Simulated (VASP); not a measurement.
# SnMoO5 (P4/mmm) in VASP: further runs

SnMoO5 is run at these levels: PBEsol; tasks: single point, relaxation of cell and atoms.

All numbers are computed with VASP 6.6.1; they aren't measurements. Logs are shortened: lines on timing, memory, paths and dates and some standing lists are left out, and cuts for length are marked.

### Step 1. The cell of the first run

It takes space group P4/mmm (No. 123, tetragonal). Conventional cell: a = 3.482 Å, b = 3.482 Å, c = 5.321 Å, α = 90.00°, β = 90.00°, γ = 90.00°. Within 2.8 Å of Sn (site symmetry 4/mmm) lie 10 O at 2.15 to 2.66 Å. Mo (site symmetry 4/mmm) has 12 O at 2.23 to 2.46 Å within 2.9 Å. O (site symmetry 4/mmm) has 8 O at 2.23 Å and 4 Mo at 2.46 Å and 2 Sn at 2.66 Å within 2.9 Å. Within 2.8 Å of O (site symmetry 2mm) lie 2 Sn at 2.15 Å and 2 Mo at 2.23 Å and 8 O at 2.23 to 2.78 Å.

### Step 2. Single point, PBEsol

Input file INCAR:

```
SYSTEM = SnMoO5
PREC = Accurate
ENCUT = 520
EDIFF = 1E-6
ISMEAR = -1
SIGMA = 0.03
LREAL = .False.
LASPH = .True.
NELM = 100
ALGO = Normal
ISIF = 2
LWAVE = .False.
LCHARG = .False.
GGA = PS
NBANDS = 38
```

Input file KPOINTS:

```
regular mesh
0
Gamma
  6 6 4
  0 0 0
```

Input file POSCAR:

```
SnMoO5
1.0
    3.4817368691      0.0000000000      0.0000000000
    0.0000000000      3.4817368691      0.0000000000
    0.0000000000      0.0000000000      5.3208540016
Sn Mo O
1 1 5
Direct
    0.0000000000      0.0000000000      0.5000000000
    0.5000000000      0.5000000000      0.0000000000
    0.0000000000      0.0000000000      0.0000000000
    0.5000000000      0.0000000000      0.7383274791
    0.0000000000      0.5000000000      0.7383274791
    0.5000000000      0.0000000000      0.2616725209
    0.0000000000      0.5000000000      0.2616725209
```

Potentials or basis: VASP PAW PBE potentials, release 64 (Sn_d, Mo_sv, O).

Run with:

```
$ cat potpaw_PBE.64/Sn_d/POTCAR potpaw_PBE.64/Mo_sv/POTCAR potpaw_PBE.64/O/POTCAR > POTCAR
$ mpirun -np 1 vasp_std > vasp.out
```

OUTCAR:

```text
SYSTEM = SnMoO5
   PREC = Accurate
   ENCUT = 520
   EDIFF = 1E-6
   ISMEAR = -1
   LREAL = .False.
   LASPH = .True.
   NELM = 100
   ISIF = 2
   GGA = PS

 ion  position               nearest neighbor table
   1  0.000  0.000  0.500-   4 2.15   5 2.15   6 2.15   7 2.15   5 2.15   7 2.15   4 2.15   6 2.15
                             3 2.66   3 2.66   2 3.62   2 3.62   2 3.62   2 3.62   2 3.62   2 3.62
   2  0.500  0.500  0.000-   4 2.23   5 2.23   6 2.23   7 2.23   4 2.23   6 2.23   5 2.23   7 2.23
                             3 2.46   3 2.46   3 2.46   3 2.46   1 3.62   1 3.62   1 3.62   1 3.62
   3  0.000  0.000  0.000-   2 2.46   2 2.46   2 2.46   2 2.46   1 2.66   1 2.66
   4  0.500  0.000  0.738-   1 2.15   1 2.15   2 2.23   2 2.23
   5  0.000  0.500  0.738-   1 2.15   1 2.15   2 2.23   2 2.23
   6  0.500  0.000  0.262-   1 2.15   1 2.15   2 2.23   2 2.23
   7  0.000  0.500  0.262-   1 2.15   1 2.15   2 2.23   2 2.23

  LATTYP: Found a simple tetragonal cell.
 ALAT       =     3.4817368691
 C/A-ratio  =     1.5282183007

  Lattice vectors:

 A1 = (   3.4817368691,   0.0000000000,   0.0000000000)
 A2 = (   0.0000000000,   3.4817368691,   0.0000000000)
 A3 = (   0.0000000000,   0.0000000000,   5.3208540016)

Analysis of symmetry for initial positions (statically):
=====================================================================
 Subroutine PRICEL returns:
 Original cell was already a primitive cell.

 Routine SETGRP: Setting up the symmetry group for a
 simple tetragonal supercell.

 Subroutine GETGRP returns: Found 16 space group operations
 (whereof 16 operations were pure point group operations)
 out of a pool of 16 trial point group operations.

The static configuration has the point symmetry D_4h.

Analysis of symmetry for dynamics (positions and initial velocities):
=====================================================================
 Subroutine PRICEL returns:
 Original cell was already a primitive cell.

 Routine SETGRP: Setting up the symmetry group for a
 simple tetragonal supercell.

 Subroutine GETGRP returns: Found 16 space group operations
 (whereof 16 operations were pure point group operations)
 out of a pool of 16 trial point group operations.

The dynamic configuration has the point symmetry D_4h.

 Subroutine INISYM returns: Found 16 space group operations
 (whereof 16 operations are pure point group operations),
 and found     1 'primitive' translations

----------------------------------------------------------------------------------------

                                     Primitive cell

  volume of cell :      64.5020

  direct lattice vectors                    reciprocal lattice vectors
     3.481736869  0.000000000  0.000000000     0.287212974  0.000000000  0.000000000
     0.000000000  3.481736869  0.000000000     0.000000000  0.287212974  0.000000000
     0.000000000  0.000000000  5.320854002     0.000000000  0.000000000  0.187939755

  length of vectors
     3.481736869  3.481736869  5.320854002     0.287212974  0.287212974  0.187939755

  position of ions in fractional coordinates (direct lattice)
     0.000000000  0.000000000  0.500000000
     0.500000000  0.500000000  0.000000000
     0.000000000  0.000000000  0.000000000
     0.500000000  0.000000000  0.738327479
     0.000000000  0.500000000  0.738327479
     0.500000000  0.000000000  0.261672521
     0.000000000  0.500000000  0.261672521

  ion indices of the primitive-cell ions
   primitive index   ion index
                 1           1
                 2           2
                 3           3
                 4           4
                 5           5
                 6           6
                 7           7

----------------------------------------------------------------------------------------

 KPOINTS: regular mesh

Automatic generation of k-mesh.
 Grid dimensions read from file:
 generate k-points for:    6    6    4

 Generating k-lattice:

  Cartesian coordinates                     Fractional coordinates (reciprocal lattice)
     0.047868829  0.000000000  0.000000000     0.166666667  0.000000000  0.000000000
     0.000000000  0.047868829  0.000000000     0.000000000  0.166666667  0.000000000
     0.000000000  0.000000000  0.046984939     0.000000000  0.000000000  0.250000000

  Length of vectors
     0.047868829  0.047868829  0.046984939

  Shift w.r.t. Gamma in fractional coordinates (k-lattice)
     0.000000000  0.000000000  0.000000000

 Subroutine IBZKPT returns following result:
 ===========================================

 Found     30 irreducible k-points:

 Following reciprocal coordinates:
            Coordinates               Weight
  0.000000  0.000000  0.000000      1.000000
  0.166667  0.000000  0.000000      4.000000
  0.333333  0.000000  0.000000      4.000000
  0.500000  0.000000  0.000000      2.000000
  0.166667  0.166667  0.000000      4.000000
  0.333333  0.166667  0.000000      8.000000
[... 16 lines left out ...]
  0.333333  0.000000  0.500000      4.000000
  0.500000  0.000000  0.500000      2.000000
 [... further k-points ...]
   k-points           NKPTS =     30   k-points in BZ     NKDIM =     30   number of bands    NBANDS=     38
   number of dos      NEDOS =    301   number of ions     NIONS =      7
   total plane-waves  NPLWV =  31360
   dimension x,y,z NGX =    28 NGY =   28 NGZ =   40
   dimension x,y,z NGXF=    56 NGYF=   56 NGZF=   80
   ions per type =               1   1   5
   NGX,Y,Z   is equivalent  to a cutoff of  13.37, 13.37, 12.50 a.u.
   NGXF,Y,Z  is equivalent  to a cutoff of  26.74, 26.74, 25.00 a.u.
 SYSTEM =  SnMoO5
   PREC   = accura    normal or accurate (medium, high low for compatibility)
   ISTART =      0    job   : 0-new  1-cont  2-samecut
   ICHARG =      2    charge: 1-file 2-atom 10-const
   ISPIN  =      1    spin polarized calculation?
   LNONCOLLINEAR =      F non collinear calculations
   LSORBIT =      F    spin-orbit coupling
   LASPH  =      T    aspherical Exc in radial PAW
   ENCUT  =  520.0 eV  38.22 Ry    6.18 a.u.   6.47  6.47  9.89*2*pi/ulx,y,z
   NELM   =    100;   NELMIN=  2; NELMDL= -5     # of ELM steps
   EDIFF  = 0.1E-05   stopping-criterion for ELM
   LREAL  =      F    real-space projection
   EDIFFG = 0.1E-04   stopping-criterion for IOM
   NSW    =      0    number of steps for IOM
   IBRION =     -1    ionic relax: 0-MD 1-quasi-New 2-CG
   NFREE  =      0    steps in history (QN), initial steepest desc. (CG)
   ISIF   =      2    stress and relaxation
   ISYM   =      2    0-nonsym 1-usesym 2-fastsym
   POTIM  = 0.5000    time-step for ionic-motion
   TEBEG  =    0.0;   TEEND  =   0.0 temperature during run
   PSTRESS=    0.0 pullay stress
   NELECT =      58.0000    total number of electrons
   NUPDOWN=      -1.0000    fix difference up-down
   EMIN   =  10.00;   EMAX   =-10.00  energy-range for DOS
   EFERMI =   0.00;   METHOD = LEGACY
   ISMEAR =    -1;   SIGMA  =   0.03  broadening in eV -4-tet -1-fermi 0-gaus
   EFERMI_NEDOS =   21; number of points for ismear=-14 and -15
   IALGO  =     38    algorithm
   IMIX   =      4    mixing-type and parameters
     AMIX     =   0.40;   BMIX     =  1.00
     AMIX_MAG =   1.60;   BMIX_MAG =  1.00
  volume/ion in A,a.u.               =       9.21        62.18
  Fermi-wavevector in a.u.,A,eV,Ry     =   1.580131  2.986015 33.971215  2.496814
  Thomas-Fermi vector in A             =   2.680405
   LORBIT       =      0    0 simple, 1 ext, 2 COOP (PROOUT), +10 PAW based schemes
   GGA     = PS    functional components
   LHFCALC =     F    Hartree Fock is set to
   AEXX    =    0.0000 exact exchange contribution
   IVDW    =     0    specifies the selected vdW correction
   LEPSILON=     F    determine dielectric tensor
   LRPA    =     F    only Hartree local field effects (RPA)
 non-spin polarized calculation
  energy-cutoff  :      520.00
  volume of cell :       64.50
 maximum number of plane-waves:      1771
 NGX is ok and might be reduce to    28
   NGX = 13   NGY = 13   NGZ = 19

 number of electron      57.9999970 magnetization

 Free energy of the ion-electron system (eV)
  ---------------------------------------------------
  ext. energy  EPLUGINS =         0.00000000
  ---------------------------------------------------
  free energy    TOTEN  =       -48.53309298 eV

  energy without entropy =      -48.51940606  energy(sigma->0) =      -48.52624952

 E-fermi :   9.1152     XC(G=0): -13.1010

 val. band max:        9.1109653805   @ k =   0.5000   0.5000   0.0000
 cond. band min:       9.1182734689   @ k =   0.5000   0.1667   0.0000
 fundamental gap:      0.0073080884
 Fermi energy:         9.1151581176

 k-point     1 :       0.0000    0.0000    0.0000
  band No.  band energies     occupation
      1     -53.6882      2.00000
      2     -27.6890      2.00000
      3     -27.5967      2.00000
      4     -27.5967      2.00000
      5     -12.2230      2.00000
      6     -12.0053      2.00000
[... 30 lines left out ...]
     37      18.3808      0.00000
     38      18.3850      0.00000

 k-point     2 :       0.1667    0.0000    0.0000
  band No.  band energies     occupation
      1     -53.6868      2.00000
      2     -27.6837      2.00000
      3     -27.6276      2.00000
      4     -27.5943      2.00000
      5     -12.1720      2.00000
      6     -11.7978      2.00000
[... 30 lines left out ...]
     37      18.5643      0.00000
     38      18.7541      0.00000

 k-point     3 :       0.3333    0.0000    0.0000
  band No.  band energies     occupation
      1     -53.6840      2.00000
      2     -27.6887      2.00000
      3     -27.6730      2.00000
      4     -27.5895      2.00000
      5     -12.0906      2.00000
      6     -12.0172      2.00000
[... 30 lines left out ...]
     37      19.0574      0.00000
     38      19.8871      0.00000

 k-point     4 :       0.5000    0.0000    0.0000
  band No.  band energies     occupation
      1     -53.6826      2.00000
      2     -27.7190      2.00000
      3     -27.6676      2.00000
      4     -27.5871      2.00000
      5     -12.1269      2.00000
      6     -12.0533      2.00000
[... 30 lines left out ...]
     37      19.4302      0.00000
     38      20.5083      0.00000
[... 703 lines left out ...]
      4     -27.5943      2.00000
      5     -12.1513      2.00000
      6     -11.8504      2.00000
[... 30 lines left out ...]
     37      17.5811      0.00000
     38      18.8472      0.00000

 k-point    23 :       0.3333    0.0000    0.5000
  band No.  band energies     occupation
      1     -53.6840      2.00000
      2     -27.6885      2.00000
      3     -27.6734      2.00000
      4     -27.5895      2.00000
      5     -12.1034      2.00000
      6     -12.0691      2.00000
[... 30 lines left out ...]
     37      18.8014      0.00000
     38      19.0748      0.00000

 k-point    24 :       0.5000    0.0000    0.5000
  band No.  band energies     occupation
      1     -53.6826      2.00000
      2     -27.7187      2.00000
      3     -27.6679      2.00000
      4     -27.5871      2.00000
      5     -12.1989      2.00000
      6     -12.0388      2.00000
[... 30 lines left out ...]
     37      19.2154      0.00000
     38      19.4634      0.00000

 [... further k-points ...]

------------------------ aborting loop because EDIFF is reached ----------------------------------------

  FORCE on cell =-STRESS in cart. coord.  units (eV):
  Direction    XX          YY          ZZ          XY          YZ          ZX
  --------------------------------------------------------------------------------------
  -------------------------------------------------------------------------------------
  Total        0.2215529      0.2215529      0.2175189      0.0000000      0.0000000      0.0000000
  in kB        5.5031938      5.5031938      5.4029912      0.0000000      0.0000000      0.0000000
  external PRESSURE =       5.4697929 kB  Pullay stress =       0.0000000 kB

 VOLUME and BASIS-vectors are now :
 -----------------------------------------------------------------------------
  energy-cutoff  :      520.00
  volume of cell :       64.50
      direct lattice vectors                 reciprocal lattice vectors
     3.481736869  0.000000000  0.000000000     0.287212974  0.000000000  0.000000000
     0.000000000  3.481736869  0.000000000     0.000000000  0.287212974  0.000000000
     0.000000000  0.000000000  5.320854002     0.000000000  0.000000000  0.187939755

 POSITION                                       TOTAL-FORCE (eV/Angst)
 -----------------------------------------------------------------------------------
      0.00000      0.00000      2.66043         0.000000      0.000000     -0.000000
      1.74087      1.74087      0.00000         0.000000      0.000000     -0.000000
      0.00000      0.00000      0.00000         0.000000      0.000000     -0.000000
      1.74087      0.00000      3.92853         0.000000      0.000000      0.024366
      0.00000      1.74087      3.92853         0.000000      0.000000      0.024366
      1.74087      0.00000      1.39232         0.000000     -0.000000     -0.024366
      0.00000      1.74087      1.39232        -0.000000     -0.000000     -0.024366
 -----------------------------------------------------------------------------------
    total drift:                                0.000000      0.000000      0.000000

  FREE ENERGIE OF THE ION-ELECTRON SYSTEM (eV)
  ---------------------------------------------------
  free  energy   TOTEN  =       -48.5330929833 eV

  energy  without entropy=      -48.5194060617  energy(sigma->0) =      -48.52624952
```

Run time: 1.9 min. Hardware: 1 thread of Intel Xeon Platinum 8259CL at 2.50GHz (Skylake/Cascade Lake), shared host; peak memory 0.22 GiB.

What came out:

```
Free energy            : -48.5331 eV
Pressure               : 0.5 GPa
Largest force          : 0.024 eV/Å
Band gap on the k mesh : zero (bands 29 and 30 overlap by 1.09 eV)
```

Forces in eV/Å, atoms in the order of the input:
```
Sn   0.000  0.000  0.000
Mo   0.000  0.000  0.000
O    0.000  0.000  0.000
O    0.000  0.000  0.024
O    0.000  0.000  0.024
O    0.000  0.000 -0.024
O    0.000  0.000 -0.024
```

Caveat: the PAW data sets were made with another functional, which shifts forces and pressure a little; spin-orbit coupling is left out, which moves the levels of the heavy elements.

### Step 3. Relaxation of cell and atoms, PBEsol

This run uses another cell than the first one, of 12.92 Å³/atom.

Input file INCAR:

```
SYSTEM = SnMoO5
  PREC = Accurate
  ENCUT = 600
  EDIFF = 1E-6
  ISMEAR = -1
  SIGMA = 0.03
  LREAL = .FALSE.
  LASPH = .TRUE.
  NELM = 80
  ALGO = Normal
  ISIF = 3
  LWAVE = .FALSE.
  LCHARG = .FALSE.
  GGA = PS
  IBRION = 2
  NSW = 100
  EDIFFG = -0.01
```

Input file KPOINTS:

```
regular mesh
0
G
  6 6 4
  0 0 0
```

Input file POSCAR:

```
SnMoO5
1.0
    3.7300778900      0.0000000000      0.0000000000
    0.0000000000      3.7300778900      0.0000000000
    0.0000000000      0.0000000000      6.4992320700
Sn Mo O
1 1 5
Direct
    0.0000000000      0.0000000000      0.5000000000
    0.5000000000      0.5000000000      0.0000000000
    0.0000000000      0.0000000000      0.0000000000
    0.5000000000      0.0000000000      0.7047851500
    0.0000000000      0.5000000000      0.7047851500
    0.5000000000      0.0000000000      0.2952148500
    0.0000000000      0.5000000000      0.2952148500
```

Potentials or basis: VASP PAW PBE potentials, release 64 (Sn_d, Mo_sv, O).

Run with:

```
$ cat potpaw_PBE.64/Sn_d/POTCAR potpaw_PBE.64/Mo_sv/POTCAR potpaw_PBE.64/O/POTCAR > POTCAR
$ mpirun -np 1 vasp_std > vasp.out
```

It took 16 min on 1 thread of Intel Xeon Platinum 8259CL at 2.50GHz (Skylake/Cascade Lake), shared host; peak memory 0.29 GiB.

It converged, with:

```yaml
Free_energy: -48.6063 eV
Relaxed_volume: 9.23 Å³/atom
Relaxed_cell: a = 3.483 Å, b = 3.483 Å, c = 5.327 Å, α = 90.00°, β = 90.00°, γ = 90.00°
Space_group_after_relaxing_to_0.1_Å: P4/mmm (No. 123)
Energy_gained_by_relaxing: 809.6 meV/atom
Ionic_steps: 12
Pressure_after_relaxing: 0.0 GPa
Largest_force_after_relaxing: 0.003 eV/Å
Band_gap_on_the_k_mesh: zero (bands 29 and 30 overlap by 1.09 eV)
```

Forces in eV/Å, atoms in the order of the input:
```
Sn   0.000  0.000  0.000
Mo   0.000  0.000  0.000
O    0.000  0.000  0.000
O    0.000  0.000 -0.003
O    0.000  0.000 -0.003
O    0.000  0.000  0.003
O    0.000  0.000  0.003
```

Step by step:
| step | energy change (eV) | largest force (eV/Å) | pressure (GPa) | volume (Å³) |
| --- | --- | --- | --- | --- |
| 1 | 0.0000 | 0.9755 | -37.96 | 90.43 |
| 2 | -3.2197 | 4.0357 | 60.02 | 55.90 |
| 3 | -4.4805 | 2.9358 | 3.36 | 64.92 |
| 4 | -5.5437 | 0.4192 | 12.47 | 61.93 |
| 5 | -5.5444 | 0.3075 | 13.06 | 61.82 |
| 6 | -5.5417 | 0.1273 | -11.62 | 67.84 |
| 7 | -5.6660 | 0.0563 | -0.40 | 64.70 |
| 8 | -5.6660 | 0.0597 | -0.18 | 64.64 |
| 9 | -5.6673 | 0.0131 | 0.07 | 64.59 |
| 10 | -5.6674 | 0.0042 | 0.18 | 64.57 |
| 11 | -5.6674 | 0.0020 | -0.19 | 64.66 |
| 12 | -5.6675 | 0.0032 | 0.00 | 64.62 |

Final structure:
```xyz
7
Lattice="3.4829 0.0000 0.0000 0.0000 3.4829 0.0000 0.0000 0.0000 5.3265" Properties=species:S:1:pos:R:3 pbc="T T T"
Sn    0.0000    0.0000    2.6633
Mo    1.7415    1.7415    0.0000
O     0.0000    0.0000    0.0000
O     1.7415    0.0000    3.9341
O     0.0000    1.7415    3.9341
O     1.7415    0.0000    1.3924
O     0.0000    1.7415    1.3924
```

Levels at points of the mesh, in eV from the Fermi level:
| k point | band 26 | band 27 | band 28 | band 29 | band 30 | band 31 | band 32 | band 33 |
| --- | --- | --- | --- | --- | --- | --- | --- | --- |
| (0.00, 0.00, 0.00) | -1.57 | -1.16 | -1.01 | -1.01 | -0.97 | -0.62 | 2.37 | 3.12 |
| (0.50, 0.00, 0.00) | -2.09 | -2.09 | -1.95 | -0.03 | 0.76 | 1.85 | 2.37 | 2.64 |
| (0.50, 0.50, 0.00) | -0.89 | -0.83 | -0.81 | -0.31 | 0.00 | 0.25 | 2.39 | 2.39 |
| (0.00, 0.00, 0.50) | -2.16 | -2.16 | -0.62 | -0.39 | -0.14 | -0.14 | 2.52 | 2.52 |
| (0.50, 0.00, 0.50) | -2.70 | -1.27 | -0.77 | -0.20 | 1.41 | 2.26 | 2.37 | 2.66 |
| (0.50, 0.50, 0.50) | -1.00 | -0.70 | -0.08 | -0.08 | 0.21 | 0.26 | 1.67 | 1.67 |

Caveat: the volume moved by over 15 % at a fixed basis, so the end points are rough; the PAW data sets were made with another functional, which shifts forces and pressure a little; spin-orbit coupling is left out, which moves the levels of the heavy elements.
